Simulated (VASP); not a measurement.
# CdS (F-43m) in VASP: notebook, part 2 of 2

VASP 6.6.1. The steps go on from the part before.

**3. Relaxation of cell and atoms, LDA, target pressure 7 GPa, at which the enthalpy is minimised**

INCAR

```
SYSTEM = CdS
PREC     = Accurate       ! precision mode
ENCUT    = 600            ! plane-wave cutoff, eV
EDIFF    = 1E-6           ! SCF threshold, eV
ISMEAR   = 0              ! smearing method
SIGMA    = 0.01           ! smearing width, eV
LREAL    = .FALSE.        ! projectors in reciprocal space
LASPH    = .TRUE.         ! aspherical terms in the spheres
NELM     = 100            ! most SCF steps
ALGO     = Normal         ! electronic algorithm
ISIF     = 3              ! what is computed and relaxed
LWAVE    = .FALSE.        ! write WAVECAR
LCHARG   = .FALSE.        ! write CHGCAR
GGA      = CA             ! functional
IBRION   = 2              ! ionic algorithm
NSW      = 100            ! ionic steps
EDIFFG   = -0.002         ! ionic threshold
PSTRESS  = 70.0
```

KPOINTS

```
regular mesh
0
G
  8 8 8
  0 0 0
```

POSCAR

```
CdS
1.0
    0.0000000000      2.8782620995      2.8782620995
    2.8782620995      0.0000000000      2.8782620995
    2.8782620995      2.8782620995      0.0000000000
Cd S
1 1
Direct
    0.0000000000      0.0000000000      0.0000000000
    0.7500000000      0.7500000000      0.7500000000
```

Potentials or basis: VASP PAW LDA potentials, release 64 (Cd, S).

Run with:

```bash
> cat potpaw_LDA.64/Cd/POTCAR potpaw_LDA.64/S/POTCAR > POTCAR
> mpirun -np 1 vasp_std > vasp.out
```

OUTCAR:

```text
SYSTEM = CdS
   PREC = Accurate
   ENCUT = 600
   EDIFF = 1E-6
   ISMEAR = 0
   LREAL = .FALSE.
   LASPH = .TRUE.
   NELM = 100
   ISIF = 3
   GGA = CA
   IBRION = 2
   NSW = 100
   EDIFFG = -0.002
   PSTRESS = 70.0

 ion  position               nearest neighbor table
   1  0.000  0.000  0.000-   2 2.49   2 2.49   2 2.49   2 2.49
   2  0.750  0.750  0.750-   1 2.49   1 2.49   1 2.49   1 2.49

  LATTYP: Found a face centered cubic cell.
 ALAT       =     5.7565241990

  Lattice vectors:

 A1 = (   0.0000000000,   2.8782620995,   2.8782620995)
 A2 = (   2.8782620995,   0.0000000000,   2.8782620995)
 A3 = (   2.8782620995,   2.8782620995,   0.0000000000)

Analysis of symmetry for initial positions (statically):
=====================================================================
 Subroutine PRICEL returns:
 Original cell was already a primitive cell.

 Routine SETGRP: Setting up the symmetry group for a
 face centered cubic supercell.

 Subroutine GETGRP returns: Found 24 space group operations
 (whereof 24 operations were pure point group operations)
 out of a pool of 48 trial point group operations.

The static configuration has the point symmetry T_d .

Analysis of symmetry for dynamics (positions and initial velocities):
=====================================================================
 Subroutine PRICEL returns:
 Original cell was already a primitive cell.

 Routine SETGRP: Setting up the symmetry group for a
 face centered cubic supercell.

 Subroutine GETGRP returns: Found 24 space group operations
 (whereof 24 operations were pure point group operations)
 out of a pool of 48 trial point group operations.
[... 147 lines left out ...]
  ext. energy  EPLUGINS =         0.00000000
  ---------------------------------------------------
  free energy    TOTEN  =        -7.40660921 eV

  energy without entropy =       -7.40660921  energy(sigma->0) =       -7.40660921

 E-fermi :   1.5349     XC(G=0):  -9.7670

 val. band max:        1.4829656383   @ k =   0.0000   0.0000   0.0000
 cond. band min:       2.4604794913   @ k =   0.0000   0.0000   0.0000
 fundamental gap:      0.9775138530
 Fermi energy:         1.5349031741

 k-point     1 :       0.0000    0.0000    0.0000
  band No.  band energies     occupation
      1     -11.1274      2.00000
      2      -6.4555      2.00000
      3      -6.4555      2.00000
      4      -6.4555      2.00000
      5      -5.9149      2.00000
      6      -5.9149      2.00000
      7       1.4830      2.00000
      8       1.4830      2.00000
      9       1.4830      2.00000
     10       2.4605      0.00000
     11       7.8322      0.00000
     12       7.8322      0.00000
     13       7.8322      0.00000
[... 557 lines left out ...]
--------------------------------------- Ionic step        6  -------------------------------------------

 number of electron      17.9999998 magnetization

 Free energy of the ion-electron system (eV)
  ---------------------------------------------------
  ext. energy  EPLUGINS =         0.00000000
  ---------------------------------------------------
  free energy    TOTEN  =        -7.32850722 eV

  energy without entropy =       -7.32850722  energy(sigma->0) =       -7.32850722

 E-fermi :   2.2869     XC(G=0): -10.1267

 val. band max:        2.2350810940   @ k =   0.0000   0.0000   0.0000
 cond. band min:       3.3723068442   @ k =   0.0000   0.0000   0.0000
 fundamental gap:      1.1372257502
 Fermi energy:         2.2868998160

 k-point     1 :       0.0000    0.0000    0.0000
  band No.  band energies     occupation
      1     -10.9243      2.00000
      2      -6.0769      2.00000
      3      -6.0769      2.00000
      4      -6.0769      2.00000
      5      -5.4157      2.00000
      6      -5.4157      2.00000
      7       2.2351      2.00000
      8       2.2351      2.00000
      9       2.2351      2.00000
     10       3.3723      0.00000
     11       8.5349      0.00000
     12       8.5349      0.00000
     13       8.5349      0.00000
[... 401 lines left out ...]
  energy  without entropy=       -7.3285072239  energy(sigma->0) =       -7.32850722

  enthalpy is  TOTEN    =        -5.3996024213 eV   P V=        1.9289048026

 reached required accuracy - stopping structural energy minimisation
```

CONTCAR:

```text
CdS
   1.00000000000000
    -0.0000000000000000    2.8052039841197689    2.8052039841197689
     2.8052039841197689    0.0000000000000000    2.8052039841197689
     2.8052039841197689    2.8052039841197689   -0.0000000000000000
  Cd              S
     1     1
Direct
     0.0000000000000000    1.0000000000000000    0.0000000000000000
     0.7500000000000000    0.7500000000000000    0.7500000000000000

  0.00000000E+00  0.00000000E+00  0.00000000E+00
  0.00000000E+00  0.00000000E+00  0.00000000E+00
```

Run time: 2.1 min. Hardware: 1 thread of Intel Xeon 8259CL, shared host; peak memory 0.19 GiB.

What came out:

```yaml
Free_energy: -7.3285 eV
Relaxed_volume: 22.07 Å³/atom
Relaxed_cell: a = 3.967 Å, b = 3.967 Å, c = 3.967 Å, α = 60.00°, β = 60.00°, γ = 60.00°
Space_group_after_relaxing_to_0.1_Å: F-43m (No. 216)
Energy_change_on_relaxing_the_run_minimises_the_enthalpy: +39.1 meV/atom
Ionic_steps: 6
Pressure_after_relaxing: 7.0 GPa
Band_gap_on_the_k_mesh: 1.14 eV
```

The path:
```
step  energy change (eV)  largest force (eV/Å)  pressure (GPa)  volume (Å³)
   1              0.0000                0.0000            0.53        47.69
   2              0.2625                0.0000           14.50        41.34
   3              0.0768                0.0000            6.93        44.18
   4              0.0798                0.0000            7.10        44.11
   5              0.0762                0.0000            6.89        44.19
   6              0.0781                0.0000            7.01        44.15
```

Final structure:
```cif
data_structure
_symmetry_space_group_name_H-M 'P 1'
_symmetry_Int_Tables_number 1
_cell_length_a 3.9672
_cell_length_b 3.9672
_cell_length_c 3.9672
_cell_angle_alpha 60.000
_cell_angle_beta 60.000
_cell_angle_gamma 60.000
_cell_volume 44.15
loop_
_atom_site_label
_atom_site_type_symbol
_atom_site_fract_x
_atom_site_fract_y
_atom_site_fract_z
_atom_site_occupancy
Cd1 Cd 0.00000 0.00000 0.00000 1
S1 S 0.75000 0.75000 0.75000 1
```

Caveat: the cell is relaxed towards a set pressure, so the run minimises the enthalpy, not the energy.

**4. Relaxation of cell and atoms, LDA, target pressure 10 GPa, at which the enthalpy is minimised**

INCAR

```
SYSTEM = CdS
PREC     = Accurate       ! precision mode
ENCUT    = 600            ! plane-wave cutoff, eV
EDIFF    = 1E-6           ! SCF threshold, eV
ISMEAR   = 0              ! smearing method
SIGMA    = 0.01           ! smearing width, eV
LREAL    = .False.        ! projectors in reciprocal space
LASPH    = .True.         ! aspherical terms in the spheres
NELM     = 60             ! most SCF steps
ALGO     = Normal         ! electronic algorithm
ISIF     = 3              ! what is computed and relaxed
LWAVE    = .False.        ! write WAVECAR
LCHARG   = .False.        ! write CHGCAR
IBRION   = 2              ! ionic algorithm
NSW      = 100            ! ionic steps
EDIFFG   = -0.002         ! ionic threshold
PSTRESS  = 100.0
```

KPOINTS

```
regular mesh
0
Gamma
  8 8 8
  0 0 0
```

POSCAR is that of step 3.

Run with:

```bash
> cat potpaw_LDA.64/Cd/POTCAR potpaw_LDA.64/S/POTCAR > POTCAR
> mpirun -np 1 vasp_std > vasp.out
```

It took 2.1 min on 1 thread of Intel Xeon 8259CL, shared host; peak memory 0.19 GiB.

Results (log left out):

| Property | Result |
| --- | --- |
| Free energy | -7.2631 eV |
| Relaxed volume | 21.46 Å³/atom |
| Relaxed cell | a = 3.930 Å, b = 3.930 Å, c = 3.930 Å, α = 60.00°, β = 60.00°, γ = 60.00° |
| Space group after relaxing (to 0.1 Å) | F-43m (No. 216) |
| Energy change on relaxing (the run minimises the enthalpy) | +71.7 meV/atom |
| Ionic steps | 7 |
| Pressure after relaxing | 10.0 GPa |
| Band gap on the k mesh | 1.19 eV |

Step by step:
| step | energy change (eV) | largest force (eV/Å) | pressure (GPa) | volume (Å³) |
| --- | --- | --- | --- | --- |
| 1 | 0.0000 | 0.0000 | 0.53 | 47.69 |
| 2 | 0.5922 | 0.0000 | 24.67 | 38.60 |
| 3 | 0.1382 | 0.0000 | 9.78 | 43.00 |
| 4 | 0.1438 | 0.0000 | 10.03 | 42.91 |
| 5 | 0.1426 | 0.0000 | 9.97 | 42.93 |
| 6 | 0.1432 | 0.0000 | 9.98 | 42.91 |
| 7 | 0.1435 | 0.0000 | 9.99 | 42.91 |

Final structure:
```cif
data_structure
_symmetry_space_group_name_H-M 'P 1'
_symmetry_Int_Tables_number 1
_cell_length_a 3.9297
_cell_length_b 3.9297
_cell_length_c 3.9297
_cell_angle_alpha 60.000
_cell_angle_beta 60.000
_cell_angle_gamma 60.000
_cell_volume 42.91
loop_
_atom_site_label
_atom_site_type_symbol
_atom_site_fract_x
_atom_site_fract_y
_atom_site_fract_z
_atom_site_occupancy
Cd1 Cd 0.00000 0.00000 0.00000 1
S1 S 0.75000 0.75000 0.75000 1
```

Levels at points of the mesh, in eV from the valence-band top:
```csv
k point,band 6,band 7,band 8,band 9,band 10,band 11,band 12,band 13
"(0.00, 0.00, 0.00)",-7.76,0.00,0.00,0.00,1.19,6.27,6.27,6.27
"(0.50, 0.00, 0.00)",-7.23,-5.50,-1.01,-1.01,2.96,6.80,6.80,7.62
"(0.50, 0.50, 0.00)",-7.16,-4.74,-2.50,-2.50,3.04,4.25,9.65,11.42
```

Caveat: the cell is relaxed towards a set pressure, so the run minimises the enthalpy, not the energy. LDA usually gives volumes a few per cent too small.

**5. Relaxation of cell and atoms, LDA, target pressure 15 GPa, at which the enthalpy is minimised**

INCAR

```
SYSTEM = CdS
PREC = Accurate
ENCUT = 600
EDIFF = 1E-7
ISMEAR = 0
SIGMA = 0.01
LREAL = .FALSE.
LASPH = .TRUE.
NELM = 100
ALGO = Normal
ISIF = 3
LWAVE = .FALSE.
LCHARG = .FALSE.
IBRION = 2
NSW = 100
EDIFFG = -0.002
PSTRESS = 150.0
```

KPOINTS

```
regular mesh
0
G
  8 8 8
  0 0 0
```

POSCAR is that of step 4.

Run with:

```bash
> cat potpaw_LDA.64/Cd/POTCAR potpaw_LDA.64/S/POTCAR > POTCAR
> mpirun -np 1 vasp_std > vasp.out
```

Wall time 3 min (1 thread of Intel Xeon 8259CL, shared host); peak memory 0.19 GiB.

The run converged. Its results:

```yaml
Free_energy: -7.1288 eV
Relaxed_volume: 20.59 Å³/atom
Relaxed_cell: a = 3.876 Å, b = 3.876 Å, c = 3.876 Å, α = 60.00°, β = 60.00°, γ = 60.00°
Space_group_after_relaxing_to_0.1_Å: F-43m (No. 216)
Energy_change_on_relaxing_the_run_minimises_the_enthalpy: +138.9 meV/atom
Ionic_steps: 7
Pressure_after_relaxing: 15.0 GPa
Band_gap_on_the_k_mesh: 1.27 eV
```

The path:
| step | energy change (eV) | largest force (eV/Å) | pressure (GPa) | volume (Å³) |
| --- | --- | --- | --- | --- |
| 1 | 0.0000 | 0.0000 | 0.52 | 47.69 |
| 2 | 1.5592 | 0.0000 | 49.76 | 34.31 |
| 3 | 0.2540 | 0.0000 | 14.17 | 41.44 |
| 4 | 0.2733 | 0.0000 | 14.85 | 41.22 |
| 5 | 0.2848 | 0.0000 | 15.24 | 41.10 |
| 6 | 0.2694 | 0.0000 | 14.70 | 41.27 |
| 7 | 0.2778 | 0.0000 | 15.00 | 41.18 |

Final structure:
```
CELL_PARAMETERS angstrom
0.00000 2.74078 2.74078
2.74078 0.00000 2.74078
2.74078 2.74078 0.00000
ATOMIC_POSITIONS crystal
Cd 0.00000 0.00000 0.00000
S 0.75000 0.75000 0.75000
```

Levels at points of the mesh, in eV from the valence-band top:
| k point | band 6 | band 7 | band 8 | band 9 | band 10 | band 11 | band 12 | band 13 |
| --- | --- | --- | --- | --- | --- | --- | --- | --- |
| (0.00, 0.00, 0.00) | -7.94 | 0.00 | 0.00 | 0.00 | 1.27 | 6.22 | 6.22 | 6.22 |
| (0.50, 0.00, 0.00) | -7.36 | -5.82 | -1.09 | -1.09 | 2.99 | 6.77 | 6.77 | 7.71 |
| (0.50, 0.50, 0.00) | -7.29 | -4.95 | -2.68 | -2.68 | 2.95 | 4.23 | 9.86 | 11.67 |

Caveat: the cell is relaxed towards a set pressure, so the run minimises the enthalpy, not the energy. Zero-point motion and thermal expansion aren't in these numbers.

**6. Summary**

| cell | gap on the mesh (eV) | pressure (GPa) |
| --- | --- | --- |
| relaxed to 4 GPa | 1.07 | 4.0 |
| relaxed to 7 GPa | 1.14 | 7.0 |
| relaxed to 10 GPa | 1.19 | 10.0 |
| relaxed to 15 GPa | 1.27 | 15.0 |

Alike in all rows: task relaxation of cell and atoms; level LDA; potentials or basis VASP PAW LDA potentials, release 64 (Cd, S); no spin polarisation; k mesh 8 × 8 × 8; cutoff (eV) 600; smearing gaussian 0.01 eV.

Caveats: the cell is relaxed towards a set pressure, so the run minimises the enthalpy, not the energy.

Total energies depend on the potentials used, so only differences within one code and one set of settings carry meaning.
